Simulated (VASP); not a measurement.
Sc, 2 atoms in the cell. The structure is hexagonal, space group P6_3/mmc (No. 194). The conventional cell has a = 3.309 Å, b = 3.309 Å, c = 5.273 Å, α = 90.00°, β = 90.00°, γ = 120.00°. Sc (site symmetry -6m2) has 12 Sc at 3.26 to 3.31 Å within 4.3 Å. 

| Quantity | Value |
| --- | --- |
| Program | VASP 6.6.1 |
| Task | relaxation of cell and atoms |
| Functional | PBE |
| Potentials or basis | VASP PAW PBE potentials, release 64 (Sc_sv) |
| Cutoff | 600 eV |
| k mesh | 16 × 16 × 8 |
| Occupations | gaussian, width 0.05 eV |
| Spin | no spin polarisation |
| Dipole correction | no |
| Further INCAR settings | ALGO = Fast; EDIFF = 1e-07; IBRION = 2; EDIFFG = -0.01; NSW = 80; ISIF = 3 |

Potentials or basis: VASP PAW PBE potentials, release 64 (Sc_sv).

The run is started by

```console
$ cat potpaw_PBE.64/Sc_sv/POTCAR > POTCAR
$ mpirun -np 1 vasp_std > vasp.out
```

Hardware: 1 thread of Oxide Virtual Turin-like Processor, on a shared host.

Q: Estimate the wall time of this run.

A: It took 6.9 min on 1 thread of Oxide Virtual Turin-like Processor, on a shared host, peak memory 0.24 GiB. Counts: scf iterations 52, k points 150, ion steps 4.
